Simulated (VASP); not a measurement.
Write the native input for VASP 6.6.1 that does the following.

```yaml
Task: single point
Functional: PBE
Potentials_or_basis: VASP PAW PBE potentials, release 64 (Be, S)
Cutoff: 520 eV
k_mesh: 10 × 10 × 10
Occupations: fermi-dirac, width 0.02 eV
Spin: no spin polarisation
Dipole_correction: no
Further_INCAR_settings: ALGO = Normal; EDIFF = 1e-07; NBANDS = 11
```

The structure of BeS lies in POSCAR:

```
BeS
1.0
    0.0000000000      2.4343062304      2.4343062304
    2.4087460149      0.0000000000      2.4343062304
    2.4087460149      2.4343062304      0.0000000000
Be S
1 1
Direct
    0.0000000000      0.0000000000      0.0000000000
    0.2500000000      0.2500000000      0.2500000000
```

This cell differs from its parent crystal: uniaxial x strain -1.1%.

One way to write it, as run:

INCAR

```
PREC     = Accurate       # precision mode
ENCUT    = 520            # plane-wave cutoff, eV
EDIFF    = 1E-7           # SCF threshold, eV
ISMEAR   = -1             # smearing method
SIGMA    = 0.02           # smearing width, eV
LREAL    = F              # projectors in reciprocal space
LASPH    = T              # aspherical terms in the spheres
NELM     = 80             # most SCF steps
ALGO     = Normal         # electronic algorithm
ISIF     = 2              # what is computed and relaxed
LWAVE    = F              # write WAVECAR
LCHARG   = T              # write CHGCAR
GGA      = PE             # functional
LELF     = T              # ELF
LVHAR    = T            
NBANDS   = 11             # bands
```

KPOINTS

```
Automatic mesh
0
Gamma
  10 10 10
```

Potentials or basis: VASP PAW PBE potentials, release 64 (Be, S).

Command:

```bash
$ cat potpaw_PBE.64/Be/POTCAR potpaw_PBE.64/S/POTCAR > POTCAR
$ mpirun -np 1 vasp_std > vasp.out
```

It gave:

The pressure is 1.5 GPa and the band gap on the k mesh is 3.02 eV (least direct gap 5.62 eV).

Caveat: the cell differs from its parent crystal (uniaxial x strain -1.1%).

Wall time 33 s on 1 thread of Intel(R) Xeon(R) Platinum 8375C CPU @ 2.90GHz (Ice Lake) (shared host), peak memory 0.17 GiB.
